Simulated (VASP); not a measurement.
A run of VASP 6.6.1 is set up as follows.

INCAR

```
SYSTEM = Si16C15
ALGO = Normal ; EDIFF = 1E-6
ENCUT = 520 ; ISIF = 2
ISMEAR = 0 ; ISPIN = 2
LASPH = .TRUE. ; LCHARG = .FALSE.
LORBIT = 11 ; LREAL = Auto
LWAVE = .FALSE. ; MAGMOM = 0.75 0 0 0 0 0 0 0 0.75 0.75 0 0.75 0 0 0 0 0 0 0 0 0 0 0 0 0 0 0 0 0 0 0
NBANDS = 87 ; NELECT = 125.0
NELM = 150 ; PREC = Accurate
SIGMA = 0.01
```

Contents of KPOINTS:

```
k-points
0
G
  2 2 2
  0 0 0
```

File POSCAR:

```
Si16C15
1.0
    3.0584217931     -5.2973419482      0.0000000000
   -6.1168435962      0.0000000057      0.0000000000
    0.0000000000      0.0000000000    -10.0121483307
Si C
16 15
Direct
    0.3336975163      0.1679730264      0.0642236451
    0.8329745188      0.1664611892      0.0622591281
    0.3352169727      0.6686937539      0.0622627972
    0.8330089316      0.6686440331      0.0622719371
    0.1673875461      0.3342761742      0.5625684326
    0.6665471695      0.3342908665      0.5625995749
    0.1673808849      0.8351346470      0.5625842162
    0.6670530277      0.8344974631      0.5621437337
    0.0139480936      0.0080011975      0.3127454381
    0.4936667663      0.0081733847      0.3128108178
    0.0004824237      0.5012901472      0.3112471000
    0.4935156784      0.4872848891      0.3127547869
    0.5006984732      0.5018104051      0.8123086883
    1.0004294895      0.5012406869      0.8126057128
    0.5006947998      1.0009369538      0.8123184261
    0.9997657988      1.0009068778      0.8122970110
    0.8346049386      0.1696057704      0.2499920894
    0.3321237848      0.6671367385      0.2499927805
    0.8346293572      0.6670935466      0.2500009085
    0.1668682613      0.3347166718      0.7505168086
    0.6674735399      0.3347525941      0.7505430408
    0.1668736771      0.8341980592      0.7505293635
    0.6670455411      0.8345379923      0.7489487994
    0.5010276044      0.5023618811      0.5017233001
    1.0004269745      0.5012413264      0.4997362555
    0.5010488964      1.0006656088      0.5017395817
    0.9992299912      1.0006240768      0.5016879036
   -0.0017660123      0.0001785371      0.9979051535
    0.5014447382      0.0002401053      0.9979221303
    0.0004118982      0.5012619701      0.9993648868
    0.5014948273      0.5034294034      0.9979024637
```

Potentials or basis: VASP PAW LDA potentials, release 64 (Si, C).

Command:

```sh
$ cat potpaw_LDA.64/Si/POTCAR potpaw_LDA.64/C/POTCAR > POTCAR
$ mpirun -np 1 vasp_std > vasp.out
```

**Question.** What does it give for the site moments?

**Answer.** Si +0.04, +0.00, -0.00, +0.01; C -0.00, +0.01 μB.

**Question.** What does it give for the largest force?

**Answer.** 0.025 eV/Å.

**Question.** Estimate the net moment.

**Answer.** 0.25 μB per cell.

Forces in eV/Å, atoms in the order of the input:
```
Si  -0.001  0.000 -0.021
Si   0.022  0.010 -0.006
Si   0.002 -0.023 -0.009
Si  -0.022  0.012 -0.005
Si  -0.015  0.012  0.010
Si   0.001 -0.018  0.009
Si   0.014  0.010  0.011
Si  -0.004 -0.004  0.011
Si  -0.001 -0.019  0.010
Si  -0.008  0.013  0.015
Si   0.000  0.000 -0.014
Si   0.004  0.010  0.016
Si   0.006  0.003 -0.004
Si   0.000  0.001  0.018
Si  -0.005  0.003 -0.003
Si   0.000 -0.007 -0.007
C    0.018  0.007 -0.003
C    0.007 -0.017 -0.008
C   -0.008  0.009 -0.001
C   -0.001 -0.004  0.007
C   -0.004  0.004  0.009
C   -0.005 -0.005  0.010
C   -0.005  0.000 -0.005
C   -0.007  0.000  0.009
C   -0.002 -0.004  0.000
C    0.010 -0.002  0.003
C    0.001  0.007  0.001
C    0.001  0.001 -0.011
C    0.004  0.001 -0.008
C   -0.002 -0.002 -0.018
C    0.002  0.003 -0.015
```

Caveat: the k points lie up to 0.59 Å⁻¹ apart; the cell carries a net charge on a neutralising background, which shifts energy and pressure.
